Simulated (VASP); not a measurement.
# H4CO in VASP: further runs

Runs on H4CO. Level: r2SCAN+D3(BJ). Tasks: single point.

Program: VASP 6.6.1. These are calculated values, not measurements. Logs are shortened: lines on timing, memory, paths and dates and some standing lists are left out, and cuts for length are marked.

## Step 1: The cell of the first run

The cell holds a disordered packing, 36 atoms: a = 6.851 Å, b = 6.851 Å, c = 6.851 Å, α = 90.00°, β = 90.00°, γ = 90.00°.

## Step 2: Single point, r2SCAN+D3(BJ)

Contents of POSCAR:

```
H4CO
1.0
    6.8512850000      0.0000000000      0.0000000000
    0.0000000000      6.8512850000      0.0000000000
    0.0000000000      0.0000000000      6.8512850000
C O H
6 6 24
Direct
    0.3663546327      0.7880565471      0.2777435182
    0.0327237883      0.1585979856      0.1399153589
    0.0286223679      0.6593799557      0.9515441264
    0.6049522097      0.4364436744      0.6081340946
    0.8474760574      0.9212432412      0.5413874915
    0.5392127170      0.1959340474      0.0592151691
    0.4621322861      0.6215914241      0.1726099557
    0.0835317754      0.1545257568     -0.0579599301
    0.1820388438      0.5300319575      0.9054943708
    0.7401239330      0.4184178588      0.4553744298
    0.9695991336      1.0970934649      0.5657770769
    0.6372673155      0.0457432438     -0.0468963122
    0.3007173107      0.8640422928      0.1605684189
    0.5357681077      0.5471382376      0.2649284039
    0.2513397122      0.7495674169      0.3721491662
    0.4609354304      0.8794554598      0.3842928735
    0.0084655652      0.0142892903      0.1929565038
    0.1203569841      0.2944265200     -0.0842177781
    0.1522780033      0.2019767095      0.2233741554
   -0.0743218243      0.2659355143      0.1686836849
   -0.1000834150      0.6196355866      0.8799371213
    0.2891574354      0.5427011137      0.9940762937
   -0.0171646633      0.6571613938      1.0997936883
    0.0590254237      0.8086950112      0.9233450367
    0.4671386463      0.3837674247      0.5637336646
    0.8392440250      0.3241581689      0.4866094463
    0.6528410364      0.3405492546      0.7202882379
    0.6007778103      0.5899915125      0.6603432787
    0.7652725000      0.9473405354      0.4067266214
    0.9732918715      1.1058801378      0.7037220025
    0.9617903795      0.8049730817      0.5440293317
    0.7422111327      0.9066912265      0.6706041275
    0.3663546327      0.2213161473      0.0153985712
    0.7760587977      0.0559457095     -0.0190183301
    0.5505244637      0.1981380135      0.2089389071
    0.6018578996      0.3347547212     -0.0031380975
```

Contents of INCAR.step1:

```
PREC     = Accurate       # precision mode
ENCUT    = 580            # plane-wave cutoff, eV
ISMEAR   = -1             # smearing method
SIGMA    = 0.02           # smearing width, eV
LREAL    = Auto         
LASPH    = True           # aspherical terms in the spheres
NELM     = 120            # most SCF steps
NBANDS   = 66             # bands
GGA      = PE             # functional
ALGO     = Normal         # electronic algorithm
EDIFF    = 1E-5           # SCF threshold, eV
LWAVE    = True           # write WAVECAR
LCHARG   = False          # write CHGCAR
GGA_COMPAT= False
```

Contents of INCAR.step2:

```
PREC     = Accurate       # precision mode
ENCUT    = 580            # plane-wave cutoff, eV
EDIFF    = 1E-6           # SCF threshold, eV
ISMEAR   = -1             # smearing method
SIGMA    = 0.02           # smearing width, eV
LREAL    = Auto         
LASPH    = True           # aspherical terms in the spheres
NELM     = 120            # most SCF steps
ALGO     = Normal         # electronic algorithm
ISIF     = 2              # what is computed and relaxed
LWAVE    = False          # write WAVECAR
LCHARG   = False          # write CHGCAR
METAGGA  = R2SCAN         # meta-GGA
LMIXTAU  = True         
IVDW     = 12             # dispersion correction
VDW_S6   = 1.0          
VDW_S8   = 0.78981345   
VDW_A1   = 0.49484001   
VDW_A2   = 5.73083694   
NBANDS   = 66             # bands
ISTART   = 1            
GGA_COMPAT= False
```

Contents of KPOINTS:

```
Automatic mesh
0
Gamma
  1 1 1
```

Potentials or basis: VASP PAW PBE potentials, release 64 (C, O, H).

Started as:

```sh
cat potpaw_PBE.64/C/POTCAR potpaw_PBE.64/O/POTCAR potpaw_PBE.64/H/POTCAR > POTCAR
cp INCAR.step1 INCAR
mpirun -np 1 vasp_gam > vasp.out
cp INCAR.step2 INCAR
mpirun -np 1 vasp_gam > vasp.out
```

OUTCAR:

```text
PREC = Accurate
   ENCUT = 580
   EDIFF = 1E-6
   ISMEAR = -1
   LREAL = Auto
   LASPH = True
   NELM = 120
   ISIF = 2
   METAGGA = R2SCAN
   IVDW = 12
   ISTART = 1
 IVDW          = 12

 ion  position               nearest neighbor table
   1  0.366  0.788  0.278-  15 1.05  13 1.06  16 1.16   7 1.50
   2  0.033  0.159  0.140-  19 1.04  20 1.06  17 1.07   8 1.40
   3  0.029  0.659  0.952-  21 1.05  24 1.06  23 1.06   9 1.41
   4  0.605  0.436  0.608-  25 1.06  27 1.06  28 1.11  10 1.40
   5  0.847  0.921  0.541-  29 1.10  31 1.12  32 1.15  11 1.48
   6  0.539  0.196  0.059-  35 1.03  36 1.13  33 1.23  12 1.43
   7  0.462  0.622  0.173-  14 0.96   1 1.50
   8  0.084  0.155  0.942-  18 1.01   2 1.40
   9  0.182  0.530  0.905-  22 0.96   3 1.41
  10  0.740  0.418  0.455-  26 0.96   4 1.40
  11  0.970  0.097  0.566-  30 0.95   5 1.48
  12  0.637  0.046  0.953-  34 0.97   6 1.43
  13  0.301  0.864  0.161-   1 1.06
  14  0.536  0.547  0.265-   7 0.96
  15  0.251  0.750  0.372-   1 1.05
  16  0.461  0.879  0.384-   1 1.16
  17  0.008  0.014  0.193-   2 1.07
[... 17 lines left out ...]
  35  0.551  0.198  0.209-   6 1.03
  36  0.602  0.335  0.997-   6 1.13

  LATTYP: Found a simple cubic cell.
 ALAT       =     6.8512850000

  Lattice vectors:

 A1 = (   6.8512850000,   0.0000000000,   0.0000000000)
 A2 = (   0.0000000000,   6.8512850000,   0.0000000000)
 A3 = (   0.0000000000,   0.0000000000,   6.8512850000)

Analysis of symmetry for initial positions (statically):
=====================================================================
 Subroutine PRICEL returns:
 Original cell was already a primitive cell.

 Routine SETGRP: Setting up the symmetry group for a
 simple cubic supercell.

 Subroutine GETGRP returns: Found  1 space group operations
 (whereof  1 operations were pure point group operations)
 out of a pool of 48 trial point group operations.

The static configuration has the point symmetry C_1 .

Analysis of symmetry for dynamics (positions and initial velocities):
=====================================================================
 Subroutine PRICEL returns:
 Original cell was already a primitive cell.

 Routine SETGRP: Setting up the symmetry group for a
 simple cubic supercell.

 Subroutine GETGRP returns: Found  1 space group operations
[... 148 lines left out ...]
   LREAL  =      T    real-space projection
   EDIFFG = 0.1E-04   stopping-criterion for IOM
   NSW    =      0    number of steps for IOM
   IBRION =     -1    ionic relax: 0-MD 1-quasi-New 2-CG
   NFREE  =      0    steps in history (QN), initial steepest desc. (CG)
   ISIF   =      2    stress and relaxation
   ISYM   =      2    0-nonsym 1-usesym 2-fastsym
   POTIM  = 0.5000    time-step for ionic-motion
   TEBEG  =    0.0;   TEEND  =   0.0 temperature during run
   PSTRESS=    0.0 pullay stress
   NELECT =      84.0000    total number of electrons
   NUPDOWN=      -1.0000    fix difference up-down
   EMIN   =  10.00;   EMAX   =-10.00  energy-range for DOS
   EFERMI =   0.00;   METHOD = LEGACY
   ISMEAR =    -1;   SIGMA  =   0.02  broadening in eV -4-tet -1-fermi 0-gaus
   EFERMI_NEDOS =   21; number of points for ismear=-14 and -15
   IALGO  =     38    algorithm
   IMIX   =      4    mixing-type and parameters
     AMIX     =   0.40;   BMIX     =  1.00
     AMIX_MAG =   1.60;   BMIX_MAG =  1.00
  volume/ion in A,a.u.               =       8.93        60.29
  Fermi-wavevector in a.u.,A,eV,Ry     =   1.046476  1.977553 14.899900  1.095112
  Thomas-Fermi vector in A             =   2.181316
   LORBIT       =      0    0 simple, 1 ext, 2 COOP (PROOUT), +10 PAW based schemes
   METAGGA = R2SCAN    functional components
   LHFCALC =     F    Hartree Fock is set to
   AEXX    =    0.0000 exact exchange contribution
   IVDW    =    12    specifies the selected vdW correction
   LEPSILON=     F    determine dielectric tensor
   LRPA    =     F    only Hartree local field effects (RPA)
 non-spin polarized calculation
  energy-cutoff  :      580.00
  volume of cell :      321.60
 maximum number of plane-waves:      5126
 NGX is ok and might be reduce to    54
   NGX = 27   NGY = 27   NGZ = 27

 number of electron      84.0000013 magnetization

 Free energy of the ion-electron system (eV)
  ---------------------------------------------------
  ext. energy  EPLUGINS =         0.00000000
  ---------------------------------------------------
  free energy    TOTEN  =      -193.05785728 eV

  energy without entropy =     -193.05785728  energy(sigma->0) =     -193.05785728

 E-fermi :  -2.3152     XC(G=0):  -7.5810

 val. band max:       -2.8982928786   @ k =   0.0000   0.0000   0.0000
 cond. band min:       3.0809092058   @ k =   0.0000   0.0000   0.0000
 fundamental gap:      5.9792020844
 Fermi energy:        -2.3152270692

 k-point     1 :       0.0000    0.0000    0.0000
  band No.  band energies     occupation
      1     -24.0081      2.00000
      2     -23.5913      2.00000
      3     -23.3350      2.00000
      4     -23.1589      2.00000
      5     -23.0680      2.00000
      6     -23.0009      2.00000
[... 46 lines left out ...]
     53       6.6199      0.00000
     54       6.7659      0.00000
 [bands above 54 left out]

------------------------ aborting loop because EDIFF is reached ----------------------------------------

 Edisp (eV)   -0.75306

 E8    (eV) :    -0.1163

  FORCE on cell =-STRESS in cart. coord.  units (eV):
  Direction    XX          YY          ZZ          XY          YZ          ZX
  --------------------------------------------------------------------------------------
  -------------------------------------------------------------------------------------
  Total       0.66325     0.17121     9.19773     3.42987    -2.11270     2.15044
  in kB       3.30423     0.85296    45.82209    17.08725   -10.52525    10.71327
  external pressure =       16.66 kB  Pullay stress =        0.00 kB

 VOLUME and BASIS-vectors are now :
 -----------------------------------------------------------------------------
  energy-cutoff  :      580.00
  volume of cell :      321.60
      direct lattice vectors                 reciprocal lattice vectors
     6.851285000  0.000000000  0.000000000     0.145958021  0.000000000  0.000000000
     0.000000000  6.851285000  0.000000000     0.000000000  0.145958021  0.000000000
     0.000000000  0.000000000  6.851285000     0.000000000  0.000000000  0.145958021

 POSITION                                       TOTAL-FORCE (eV/Angst)
 -----------------------------------------------------------------------------------
      2.51000      5.39920      1.90290         2.054370     -0.217703      0.372524
      0.22420      1.08660      0.95860         0.225978     -0.399556      0.054053
      0.19610      4.51760      6.51930         0.390861     -0.035764      0.679942
      4.14470      2.99020      4.16650         1.092290      0.738432      0.505729
      5.80630      6.31170      3.70920         0.588802      0.487295      1.042789
      3.69430      1.34240      0.40570        -1.966607      2.529532     -4.461426
[... 28 lines left out ...]
      3.77180      1.35750      1.43150         0.474536     -0.454940      2.459622
      4.12350      2.29350      6.82978        -0.384179     -0.417280      1.032362
 -----------------------------------------------------------------------------------
    total drift:                                0.000165     -0.002869      0.002983

  FREE ENERGIE OF THE ION-ELECTRON SYSTEM (eV)
  ---------------------------------------------------
  free  energy   TOTEN  =      -193.8109144851 eV

  energy  without entropy=     -193.8109144851  energy(sigma->0) =     -193.81091449
```

It took 1.8 min on 1 thread of Intel Xeon 6975P-C (Granite Rapids), shared host; peak memory 0.44 GiB.

Results:

```
Free energy                : -193.8109 eV
Pressure                   : 1.7 GPa
Largest force              : 5.493 eV/Å
Band gap on the k mesh     : 5.98 eV
Dispersion energy per atom : -0.021 eV
```

Forces on the atoms (eV/Å):
```
C    2.054 -0.218  0.373
C    0.226 -0.400  0.054
C    0.391 -0.036  0.680
C    1.092  0.738  0.506
C    0.589  0.487  1.043
C   -1.967  2.530 -4.461
O   -0.983  1.645  0.985
O   -0.057  0.352 -1.127
O   -0.965 -0.698 -0.958
O    0.059  0.955 -1.515
O   -1.069 -0.210 -1.098
O   -0.747 -0.394  0.538
H    0.045  1.163 -0.617
H    0.592 -0.456  0.420
H   -1.148 -1.286  0.731
H   -0.369 -0.912 -1.860
H   -0.857 -0.651  0.070
H   -0.044 -0.271 -0.376
H    1.756  0.692  1.185
H   -1.489  0.407  0.335
H   -1.134 -0.576 -1.359
H    0.881  0.482  0.885
H    0.105 -0.391  1.491
H    0.617  1.108 -0.712
H   -1.490 -0.101 -0.405
H    0.343 -0.673  0.306
H    0.092 -0.364  1.091
H   -0.252 -0.581 -0.084
H    0.252 -0.688  0.096
H    0.779  0.590  1.557
H   -1.328 -0.109 -0.476
H    0.922  0.086 -1.278
H    3.181 -1.501  0.460
H   -0.168  0.151  0.031
H    0.475 -0.455  2.460
H   -0.384 -0.417  1.032
```

Caveat: the k points lie up to 0.92 Å⁻¹ apart; the PAW data sets were made with another functional, which shifts forces and pressure a little.

(Continued in part 2 of 3.)
